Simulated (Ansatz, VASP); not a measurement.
## One calculation of Sb, two programs

INCAR

```
SYSTEM = Sb
PREC = Accurate
ENCUT = 520
EDIFF = 1E-6
ISMEAR = -1
SIGMA = 0.05
LREAL = .FALSE.
LASPH = .TRUE.
NELM = 60
ALGO = Normal
ISIF = 2
LWAVE = .FALSE.
LCHARG = .FALSE.
NBANDS = 12
```

KPOINTS

```
regular mesh
0
G
  9 9 5
  0 0 0
```

Contents of POSCAR:

```
Sb
1.0
    3.3320180998      0.0000000000      0.0000000000
   -1.6660090499      2.8856123203      0.0000000000
    0.0000000000      0.0000000000      5.4334470562
Sb
2
Direct
    0.6666666667      0.3333333333      0.7500000000
    0.3333333333      0.6666666667      0.2500000000
```

File input.yaml:

```yaml
crystal:
  lattice:
    - [3.3320180998, 0.0, 0.0]
    - [-1.6660090499, 2.8856123203, 0.0]
    - [0.0, 0.0, 5.4334470562]
  atoms:
    - { symbol: Sb, position: [0.6666666667, 0.3333333333, 0.75] }
    - { symbol: Sb, position: [0.3333333333, 0.6666666667, 0.25] }
hamiltonian:
  xc: lda
  pseudopotentials: { kind: paw }
kpoints:
  mp_grid: { grid: [9, 9, 5] }
scf:
  occupations: { method: fermi_dirac, width: 0.05 }
output:
  forces: true
  stress: true
  eigenvalues: true
```

Alike in both runs: task single point; functional LDA; k mesh 9 × 9 × 5; occupations fermi-dirac, width 0.05 eV; no spin polarisation.

|  | VASP | Ansatz |
| --- | --- | --- |
| version | VASP 6.6.1 | Ansatz 0.2.0 |
| potentials or method | VASP PAW LDA potentials, release 64 (Sb) | Ansatz PAW |
| plane-wave cutoff (eV) | 520 | 420 |
| valence electrons in the cell | 10 | 30 |

VASP gave:

- gap on the k mesh at the Fermi level (eV): none
- pressure (GPa): -1.4
- traceless stress, the component that is largest in VASP (GPa): -0.17

Question: Estimate Ansatz's values.

Answer: gap on the k mesh at the Fermi level (eV): none; pressure (GPa): -1.5; traceless stress, the component that is largest in VASP (GPa): -0.21.

LDA's correlation is that of Perdew and Zunger in VASP and of Perdew and Wang (1992) in Ansatz. A gap of «none» marks a metal or a gap that the smearing closes. VASP's potentials hold 10 valence electrons a cell and Ansatz's 30, so a difference there can come from the potentials and not from the codes.

Neither program's run includes spin-orbit coupling.
